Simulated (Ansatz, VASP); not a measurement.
**ZrH in VASP and in Ansatz**

The input INCAR:

```
PREC = Accurate ; ENCUT = 520
EDIFF = 1E-7 ; ISMEAR = 0
SIGMA = 0.15 ; LREAL = F
LASPH = T ; NELM = 100
ALGO = Normal ; ISIF = 2
LWAVE = F ; LCHARG = F
GGA = PS ; NBANDS = 21
```

The input KPOINTS:

```
Automatic mesh
0
Gamma
  14 14 10
```

The input POSCAR:

```
ZrH
1.0
    2.9833683626      0.0000000000      0.0000000000
    0.0000000000      2.9833683626      0.0000000000
    0.0000000000      0.0000000000      5.1459200000
Zr H
2 2
Direct
    0.0000000000      0.5000000000      0.0000000000
    0.5000000000      0.0000000000      0.5000000000
    0.0000000000      0.0000000000      0.7500000000
    0.0000000000      0.0000000000      0.2500000000
```

Input for Ansatz:

```yaml
crystal:
  lattice:
    - [2.9833683626, 0.0, 0.0]
    - [0.0, 2.9833683626, 0.0]
    - [0.0, 0.0, 5.14592]
  atoms:
    - { symbol: Zr, position: [0.0, 0.5, 0.0] }
    - { symbol: Zr, position: [0.5, 0.0, 0.5] }
    - { symbol: H, position: [0.0, 0.0, 0.75] }
    - { symbol: H, position: [0.0, 0.0, 0.25] }
basis:
  ecutwfc: 420
kpoints:
  mp_grid: { grid: [14, 14, 10] }
hamiltonian:
  xc: pbesol
scf:
  occupations: { method: gaussian, width: 0.15 }
output:
  forces: true
  stress: true
  eigenvalues: true
```

Change from the starting cell: strain -0.080 along x and y, +0.040 along z, atoms carried along.

Alike in both runs: task single point; functional PBEsol; k mesh 14 × 14 × 10; occupations gaussian, width 0.15 eV; no spin polarisation.

```csv
,VASP,Ansatz
version,VASP 6.6.1,Ansatz 0.2.0
potentials or method,"VASP PAW PBE potentials, release 64 (Zr_sv, H), cutoff 520 eV","scalar-relativistic, plane waves, PAW"
valence electrons in the cell,26,26
```

```csv
,VASP,Ansatz,Ansatz less VASP
gap on the k mesh at the Fermi level (eV),none,none,-
pressure (GPa),13.9,13.8,-0.07
"traceless stress, the component that is largest in VASP (GPa)",-5.13,-5.13,+0.002
```

VASP's potentials were made for PBE, not for PBEsol. A gap of «none» marks a metal or a gap that the smearing closes.
